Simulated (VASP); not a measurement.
# W (Im-3m) in VASP: a series of runs

The runs below take W through single point, relaxation of cell and atoms, with r2SCAN.

Program: VASP 6.6.1. These are calculated values, not measurements. Logs are shortened: lines on timing, memory, paths and dates and some standing lists are left out, and cuts for length are marked.

## 1. The cell of the first run

The structure is cubic, space group Im-3m (No. 229). Conventional cell: a = 3.170 Å, b = 3.170 Å, c = 3.170 Å, α = 90.00°, β = 90.00°, γ = 90.00°. Within 3.6 Å of W (site symmetry m-3m) lie 14 W at 2.74 to 3.17 Å.

## 2. Single point, r2SCAN

POSCAR

```
W
1.0
   -1.5848221665      1.5848221665      1.5848221665
    1.5848221665     -1.5848221665      1.5848221665
    1.5848221665      1.5848221665     -1.5848221665
W
1
Direct
    0.0000000000      0.0000000000      0.0000000000
```

INCAR.step1

```
ALGO = Normal
EDIFF = 1E-4
ENCUT = 520
GGA = PE
ISMEAR = 0
LASPH = True
LCHARG = False
LREAL = False
LWAVE = True
NBANDS = 13
NELM = 60
PREC = Accurate
SIGMA = 0.1
```

INCAR.step2

```
ALGO = Normal
EDIFF = 1E-7
ENCUT = 520
ISIF = 2
ISMEAR = 0
ISTART = 1
LASPH = True
LCHARG = False
LMIXTAU = True
LREAL = False
LWAVE = False
METAGGA = R2SCAN
NBANDS = 13
NELM = 60
PREC = Accurate
SIGMA = 0.1
```

KPOINTS

```
k-points
0
Gamma
  8 8 8
```

Potentials or basis: VASP PAW PBE potentials, release 64 (W_sv).

Started as:

```sh
$ cat potpaw_PBE.64/W_sv/POTCAR > POTCAR
$ cp INCAR.step1 INCAR
$ mpirun -np 1 vasp_std > vasp.out
$ cp INCAR.step2 INCAR
$ mpirun -np 1 vasp_std > vasp.out
```

OUTCAR:

```text
EDIFF = 1E-7
   ENCUT = 520
   ISIF = 2
   ISMEAR = 0
   ISTART = 1
   LASPH = True
   LREAL = False
   METAGGA = R2SCAN
   NELM = 60
   PREC = Accurate

 ion  position               nearest neighbor table
   1  0.000  0.000  0.000-

  LATTYP: Found a body centered cubic cell.
 ALAT       =     3.1696443330

  Lattice vectors:

 A1 = (  -1.5848221665,   1.5848221665,   1.5848221665)
 A2 = (   1.5848221665,  -1.5848221665,   1.5848221665)
 A3 = (   1.5848221665,   1.5848221665,  -1.5848221665)

Analysis of symmetry for initial positions (statically):
=====================================================================
 Subroutine PRICEL returns:
 Original cell was already a primitive cell.

 Routine SETGRP: Setting up the symmetry group for a
 body centered cubic supercell.

 Subroutine GETGRP returns: Found 48 space group operations
 (whereof 48 operations were pure point group operations)
 out of a pool of 48 trial point group operations.

The static configuration has the point symmetry O_h .

Analysis of symmetry for dynamics (positions and initial velocities):
=====================================================================
 Subroutine PRICEL returns:
 Original cell was already a primitive cell.

 Routine SETGRP: Setting up the symmetry group for a
 body centered cubic supercell.

 Subroutine GETGRP returns: Found 48 space group operations
 (whereof 48 operations were pure point group operations)
 out of a pool of 48 trial point group operations.

The dynamic configuration has the point symmetry O_h .

 Subroutine INISYM returns: Found 48 space group operations
 (whereof 48 operations are pure point group operations),
 and found     1 'primitive' translations

----------------------------------------------------------------------------------------

                                     Primitive cell

  volume of cell :      15.9221

  direct lattice vectors                    reciprocal lattice vectors
    -1.584822166  1.584822166  1.584822166     0.000000000  0.315492811  0.315492811
     1.584822166 -1.584822166  1.584822166     0.315492811  0.000000000  0.315492811
     1.584822166  1.584822166 -1.584822166     0.315492811  0.315492811  0.000000000

  length of vectors
     2.744992513  2.744992513  2.744992513     0.446174212  0.446174212  0.446174212

  position of ions in fractional coordinates (direct lattice)
     0.000000000  0.000000000  0.000000000

  ion indices of the primitive-cell ions
   primitive index   ion index
                 1           1

----------------------------------------------------------------------------------------

 KPOINTS: k-points

Automatic generation of k-mesh.
 Grid dimensions read from file:
 generate k-points for:    8    8    8

 Generating k-lattice:

  Cartesian coordinates                     Fractional coordinates (reciprocal lattice)
     0.000000000  0.039436601  0.039436601     0.125000000  0.000000000  0.000000000
     0.039436601  0.000000000  0.039436601     0.000000000  0.125000000  0.000000000
     0.039436601  0.039436601  0.000000000     0.000000000  0.000000000  0.125000000

  Length of vectors
     0.055771776  0.055771776  0.055771776

  Shift w.r.t. Gamma in fractional coordinates (k-lattice)
     0.000000000  0.000000000  0.000000000

 Subroutine IBZKPT returns following result:
 ===========================================

 Found     29 irreducible k-points:

 Following reciprocal coordinates:
            Coordinates               Weight
  0.000000  0.000000  0.000000      1.000000
  0.125000  0.000000  0.000000     12.000000
  0.250000  0.000000  0.000000     12.000000
  0.375000  0.000000  0.000000     12.000000
  0.500000  0.000000  0.000000      6.000000
  0.125000  0.125000  0.000000     24.000000
[... 16 lines left out ...]
 -0.250000  0.250000  0.250000      6.000000
 -0.375000  0.375000  0.250000     24.000000
 [... further k-points ...]
   k-points           NKPTS =     29   k-points in BZ     NKDIM =     29   number of bands    NBANDS=     13
   number of dos      NEDOS =    301   number of ions     NIONS =      1
   total plane-waves  NPLWV =   8000
   dimension x,y,z NGX =    20 NGY =   20 NGZ =   20
   dimension x,y,z NGXF=    40 NGYF=   40 NGZF=   40
   ions per type =               1
   NGX,Y,Z   is equivalent  to a cutoff of  12.11, 12.11, 12.11 a.u.
   NGXF,Y,Z  is equivalent  to a cutoff of  24.23, 24.23, 24.23 a.u.
 SYSTEM =  unknown system
   PREC   = accura    normal or accurate (medium, high low for compatibility)
   ISTART =      1    job   : 0-new  1-cont  2-samecut
   ICHARG =      0    charge: 1-file 2-atom 10-const
   ISPIN  =      1    spin polarized calculation?
   LNONCOLLINEAR =      F non collinear calculations
   LSORBIT =      F    spin-orbit coupling
   LASPH  =      T    aspherical Exc in radial PAW
   ENCUT  =  520.0 eV  38.22 Ry    6.18 a.u.   5.10  5.10  5.10*2*pi/ulx,y,z
   NELM   =     60;   NELMIN=  2; NELMDL=  0     # of ELM steps
   EDIFF  = 0.1E-06   stopping-criterion for ELM
   LREAL  =      F    real-space projection
   EDIFFG = 0.1E-05   stopping-criterion for IOM
   NSW    =      0    number of steps for IOM
   IBRION =     -1    ionic relax: 0-MD 1-quasi-New 2-CG
   NFREE  =      0    steps in history (QN), initial steepest desc. (CG)
   ISIF   =      2    stress and relaxation
   ISYM   =      2    0-nonsym 1-usesym 2-fastsym
   POTIM  = 0.5000    time-step for ionic-motion
   TEBEG  =    0.0;   TEEND  =   0.0 temperature during run
   PSTRESS=    0.0 pullay stress
   NELECT =      14.0000    total number of electrons
   NUPDOWN=      -1.0000    fix difference up-down
   EMIN   =  10.00;   EMAX   =-10.00  energy-range for DOS
   EFERMI =   0.00;   METHOD = LEGACY
   ISMEAR =     0;   SIGMA  =   0.10  broadening in eV -4-tet -1-fermi 0-gaus
   EFERMI_NEDOS =   21; number of points for ismear=-14 and -15
   IALGO  =     38    algorithm
   IMIX   =      4    mixing-type and parameters
     AMIX     =   0.40;   BMIX     =  1.00
     AMIX_MAG =   1.60;   BMIX_MAG =  1.00
  volume/ion in A,a.u.               =      15.92       107.45
  Fermi-wavevector in a.u.,A,eV,Ry     =   1.568376  2.963802 33.467674  2.459805
  Thomas-Fermi vector in A             =   2.670417
   LORBIT       =      0    0 simple, 1 ext, 2 COOP (PROOUT), +10 PAW based schemes
   METAGGA = R2SCAN    functional components
   LHFCALC =     F    Hartree Fock is set to
   AEXX    =    0.0000 exact exchange contribution
   IVDW    =     0    specifies the selected vdW correction
   LEPSILON=     F    determine dielectric tensor
   LRPA    =     F    only Hartree local field effects (RPA)
 non-spin polarized calculation
 Gauss-broadening in eV      SIGMA  =   0.10
  energy-cutoff  :      520.00
  volume of cell :       15.92
 maximum number of plane-waves:       439
   NGX = 11   NGY = 11   NGZ = 11

 number of electron      14.0000003 magnetization

 Free energy of the ion-electron system (eV)
  ---------------------------------------------------
  ext. energy  EPLUGINS =         0.00000000
  ---------------------------------------------------
  free energy    TOTEN  =       -51.35768272 eV

  energy without entropy =      -51.35768268  energy(sigma->0) =      -51.35768270

 E-fermi :  11.0341     XC(G=0): -14.9280

 val. band max:       10.6998937111   @ k =   0.1250   0.0000   0.0000
 cond. band min:      11.3796209694   @ k =  -0.2500   0.2500   0.1250
 fundamental gap:      0.6797272584
 Fermi energy:        11.0340857818

 k-point     1 :       0.0000    0.0000    0.0000
  band No.  band energies     occupation
      1     -64.8848      2.00000
      2     -27.7519      2.00000
      3     -27.7519      2.00000
      4     -27.7519      2.00000
      5       1.1228      2.00000
      6       9.9521      2.00000
      7       9.9521      2.00000
      8       9.9521      2.00000
      9      13.7917      0.00000
     10      13.7918      0.00000
     11      26.4720      0.00000
     12      26.4721      0.00000
     13      26.4721      0.00000

 k-point     2 :       0.1250    0.0000    0.0000
  band No.  band energies     occupation
      1     -64.8633      2.00000
      2     -27.9646      2.00000
      3     -27.8180      2.00000
      4     -27.7529      2.00000
      5       1.8815      2.00000
      6       9.5037      2.00000
      7       9.7954      2.00000
      8      10.6999      2.00000
      9      13.2121      0.00000
     10      13.8015      0.00000
     11      27.0265      0.00000
     12      27.7744      0.00000
     13      28.0815      0.00000

 k-point     3 :       0.2500    0.0000    0.0000
  band No.  band energies     occupation
      1     -64.8109      2.00000
      2     -28.4561      2.00000
      3     -27.9748      2.00000
      4     -27.7555      2.00000
      5       3.6445      2.00000
      6       8.5730      2.00000
      7       9.2912      2.00000
      8      12.8064      0.00000
      9      13.0739      0.00000
     10      13.9697      0.00000
     11      26.6811      0.00000
     12      28.4421      0.00000
     13      31.2062      0.00000

 k-point     4 :       0.3750    0.0000    0.0000
  band No.  band energies     occupation
      1     -64.7582      2.00000
      2     -28.9204      2.00000
      3     -28.1274      2.00000
      4     -27.7582      2.00000
      5       4.6734      2.00000
      6       7.7907      2.00000
      7      10.1994      2.00000
      8      13.5967      0.00000
      9      14.3889      0.00000
     10      15.7238      0.00000
     11      24.4073      0.00000
     12      24.8255      0.00000
     13      31.5662      0.00000

 k-point     5 :       0.5000    0.0000    0.0000
  band No.  band energies     occupation
      1     -64.7363      2.00000
      2     -29.1056      2.00000
      3     -28.1895      2.00000
      4     -27.7594      2.00000
      5       4.6955      2.00000
      6       7.4981      2.00000
      7      11.7385      0.00000
      8      13.6236      0.00000
      9      14.6716      0.00000
     10      17.5306      0.00000
     11      22.8195      0.00000
     12      23.2928      0.00000
     13      28.8373      0.00000
[... 257 lines left out ...]
 k-point    22 :       0.2500    0.2500    0.2500
  band No.  band energies     occupation
      1     -64.7261      2.00000
      2     -28.4356      2.00000
      3     -28.4356      2.00000
      4     -28.4356      2.00000
      5       8.0518      2.00000
      6       8.0518      2.00000
      7       8.0518      2.00000
      8      14.8456      0.00000
      9      14.8456      0.00000
     10      18.3804      0.00000
     11      23.8986      0.00000
     12      23.8986      0.00000
     13      23.8986      0.00000

 k-point    23 :      -0.2500    0.2500    0.2500
  band No.  band energies     occupation
      1     -64.7465      2.00000
      2     -28.4815      2.00000
      3     -28.2164      2.00000
      4     -28.2164      2.00000
      5       5.7410      2.00000
      6       8.4393      2.00000
      7      10.6414      2.00000
      8      10.6414      2.00000
      9      12.6342      0.00000
     10      15.0356      0.00000
     11      26.5203      0.00000
     12      31.3886      0.00000
     13      31.3886      0.00000

 k-point    24 :      -0.3750    0.3750    0.2500
  band No.  band energies     occupation
      1     -64.7006      2.00000
      2     -28.7626      2.00000
      3     -28.3814      2.00000
      4     -28.2565      2.00000
      5       6.5104      2.00000
      6       7.3289      2.00000
      7      10.6488      2.00000
      8      11.5151      0.00000
      9      15.0659      0.00000
     10      15.8752      0.00000
     11      25.5007      0.00000
     12      28.0016      0.00000
     13      29.2817      0.00000

 [... further k-points ...]
[... 5 lines left out ...]
  --------------------------------------------------------------------------------------
  -------------------------------------------------------------------------------------
  Total        0.1172774      0.1172774      0.1172774      0.0000000      0.0000000      0.0000000
  in kB       11.8011184     11.8011184     11.8011184      0.0000000      0.0000000      0.0000000
  external PRESSURE =      11.8011184 kB  Pullay stress =       0.0000000 kB

 VOLUME and BASIS-vectors are now :
 -----------------------------------------------------------------------------
  energy-cutoff  :      520.00
  volume of cell :       15.92
      direct lattice vectors                 reciprocal lattice vectors
    -1.584822166  1.584822166  1.584822166     0.000000000  0.315492811  0.315492811
     1.584822166 -1.584822166  1.584822166     0.315492811  0.000000000  0.315492811
     1.584822166  1.584822166 -1.584822166     0.315492811  0.315492811  0.000000000

 POSITION                                       TOTAL-FORCE (eV/Angst)
 -----------------------------------------------------------------------------------
      0.00000      0.00000      0.00000         0.000000      0.000000     -0.000000
 -----------------------------------------------------------------------------------
    total drift:                                0.000000     -0.000000      0.000000

  FREE ENERGIE OF THE ION-ELECTRON SYSTEM (eV)
  ---------------------------------------------------
  free  energy   TOTEN  =       -51.3576827173 eV

  energy  without entropy=      -51.3576826756  energy(sigma->0) =      -51.35768270
```

It took 21 s on 1 thread of Intel Xeon Platinum 8559C (Emerald Rapids), shared host; peak memory 0.12 GiB.

Results:

```yaml
Free_energy: -51.3577 eV
Pressure: 1.2 GPa
Band_gap_on_the_k_mesh: zero (band 7 reaches 16.53 eV, above the bottom of band 8 at 9.95 eV)
```

Caveat: the PAW data sets were made with another functional, which shifts forces and pressure a little; spin-orbit coupling is left out, which moves the levels of the heavy elements.

## 3. Single point, r2SCAN

This run uses another cell than the first one, of 17.59 Å³/atom, 1.105 times its volume.

POSCAR

```
W
1.0
   -1.6382823297      1.6382823297      1.6382823297
    1.6382823297     -1.6382823297      1.6382823297
    1.6382823297      1.6382823297     -1.6382823297
W
1
Direct
    0.0000000000      0.0000000000      0.0000000000
```

Edit INCAR.step1 of step 2 so:

```diff
@@ -10,3 +10,3 @@
 NBANDS = 13
-NELM = 60
+NELM = 80
 PREC = Accurate
```

INCAR.step2

```
ALGO = Normal
EDIFF = 1E-6
ENCUT = 520
ISIF = 2
ISMEAR = 0
ISTART = 1
LASPH = True
LCHARG = True
LELF = True
LMIXTAU = True
LREAL = False
LVHAR = True
LWAVE = False
METAGGA = R2SCAN
NBANDS = 13
NELM = 80
PREC = Accurate
SIGMA = 0.1
```

KPOINTS is that of step 2.

Potentials or basis: VASP PAW PBE potentials, release 64 (W_sv).

Started as:

```sh
$ cat potpaw_PBE.64/W_sv/POTCAR > POTCAR
$ cp INCAR.step1 INCAR
$ mpirun -np 1 vasp_std > vasp.out
$ cp INCAR.step2 INCAR
$ mpirun -np 1 vasp_std > vasp.out
```

Wall time 20 s (1 thread of Intel Xeon Platinum 8559C (Emerald Rapids), shared host); peak memory 0.14 GiB.

It converged, with:

* Free energy: -51.2204 eV
* Pressure: -25.3 GPa
* Band gap on the k mesh: zero (band 7 reaches 14.46 eV, above the bottom of band 8 at 8.73 eV)

Levels at points of the mesh, in eV from the Fermi level:
```tsv
k point	band 5	band 6	band 7	band 8	band 9	band 10
(0.00, 0.00, 0.00)	-9.38	-0.96	-0.96	-0.96	2.50	2.50
(0.50, 0.00, 0.00)	-5.73	-3.11	0.38	2.27	3.21	5.60
(0.50, 0.50, 0.50)	-5.02	-5.02	4.77	4.77	4.77	7.89
```

Caveat: the PAW data sets were made with another functional, which shifts forces and pressure a little; spin-orbit coupling is left out, which moves the levels of the heavy elements.

## 4. Relaxation of cell and atoms, r2SCAN

This run uses another cell than the first one, of 17.59 Å³/atom, 1.105 times its volume.

POSCAR is that of step 3.

INCAR.step1

```
ALGO     = Normal         # electronic algorithm
EDIFF    = 1E-4           # SCF threshold, eV
ENCUT    = 600            # plane-wave cutoff, eV
GGA      = PE             # functional
ISMEAR   = 0              # smearing method
LASPH    = True           # aspherical terms in the spheres
LCHARG   = False          # write CHGCAR
LREAL    = False          # projectors in reciprocal space
LWAVE    = True           # write WAVECAR
NELM     = 80             # most SCF steps
PREC     = Accurate       # precision mode
SIGMA    = 0.1            # smearing width, eV
```

INCAR.step2

```
ALGO     = Normal         # electronic algorithm
EDIFF    = 1E-7           # SCF threshold, eV
EDIFFG   = -0.05          # ionic threshold
ENCUT    = 600            # plane-wave cutoff, eV
IBRION   = 2              # ionic algorithm
ISIF     = 3              # what is computed and relaxed
ISMEAR   = 0              # smearing method
ISTART   = 1            
LASPH    = True           # aspherical terms in the spheres
LCHARG   = False          # write CHGCAR
LMIXTAU  = True         
LREAL    = False          # projectors in reciprocal space
LWAVE    = False          # write WAVECAR
METAGGA  = R2SCAN         # meta-GGA
NELM     = 80             # most SCF steps
NSW      = 80             # ionic steps
PREC     = Accurate       # precision mode
SIGMA    = 0.1            # smearing width, eV
```

KPOINTS is that of step 3.

Started as:

```sh
$ cat potpaw_PBE.64/W_sv/POTCAR > POTCAR
$ cp INCAR.step1 INCAR
$ mpirun -np 1 vasp_std > vasp.out
$ cp INCAR.step2 INCAR
$ mpirun -np 1 vasp_std > vasp.out
```

It took 1.8 min on 1 thread of Intel Xeon Platinum 8559C (Emerald Rapids), shared host; peak memory 0.17 GiB.

Results (log left out):

| Quantity | Value |
| --- | --- |
| Free energy | -51.3588 eV |
| Relaxed volume | 15.98 Å³/atom |
| Relaxed cell | a = 2.748 Å, b = 2.748 Å, c = 2.748 Å, α = 109.47°, β = 109.47°, γ = 109.47° |
| Space group after relaxing (to 0.05 Å) | Im-3m (No. 229) |
| Energy gained by relaxing | 138.3 meV/atom |
| Ionic steps | 5 |
| Pressure after relaxing | 0.0 GPa |
| Band gap on the k mesh | zero (band 7 reaches 16.46 eV, above the bottom of band 8 at 9.91 eV) |

Step by step:
```csv
step,energy change (eV),largest force (eV/Å),pressure (GPa),volume (Å³)
1,0.0000,0.0000,-25.31,17.59
2,2.1838,0.0000,210.26,11.42
3,-0.1333,0.0000,-5.54,16.27
4,-0.1378,0.0000,-1.80,16.07
5,-0.1383,0.0000,0.02,15.98
```

Final structure:
```xyz
1
Lattice="-1.5868 1.5868 1.5868 1.5868 -1.5868 1.5868 1.5868 1.5868 -1.5868" Properties=species:S:1:pos:R:3 pbc="T T T"
W     0.0000    0.0000    0.0000
```

Levels at points of the mesh, in eV from the Fermi level:
| k point | band 4 | band 5 | band 6 | band 7 | band 8 | band 9 | band 10 | band 11 |
| --- | --- | --- | --- | --- | --- | --- | --- | --- |
| (0.00, 0.00, 0.00) | -38.80 | -9.89 | -1.08 | -1.08 | -1.08 | 2.75 | 2.75 | 15.43 |
| (0.50, 0.00, 0.00) | -38.81 | -6.32 | -3.52 | 0.69 | 2.58 | 3.62 | 6.46 | 12.25 |
| (0.50, 0.50, 0.50) | -39.73 | -5.75 | -5.75 | 5.47 | 5.47 | 5.47 | 8.67 | 8.67 |

Caveat: the PAW data sets were made with another functional, which shifts forces and pressure a little; spin-orbit coupling is left out, which moves the levels of the heavy elements.

## 5. Overview

| task | cell | cutoff (eV) | gap on the mesh (eV) | pressure (GPa) |
| --- | --- | --- | --- | --- |
| single point | a = 2.745 Å, angles 109.5°, 1 atom | 520 | none | 1.2 |
| single point | a = 2.838 Å, angles 109.5°, 1 atom | 520 | none | -25.3 |
| relaxation of cell and atoms | relaxed from a = 2.838 Å, angles 109.5°, 1 atom | 600 | none | 0.0 |

Alike in all rows: level r2SCAN; potentials or basis VASP PAW PBE potentials, release 64 (W_sv); no spin polarisation; k mesh 8 × 8 × 8; smearing gaussian 0.1 eV.

Caveats: the PAW data sets were made with another functional, which shifts forces and pressure a little; spin-orbit coupling is left out, which moves the levels of the heavy elements.

Absolute energies hang on the potentials; compare differences alone.
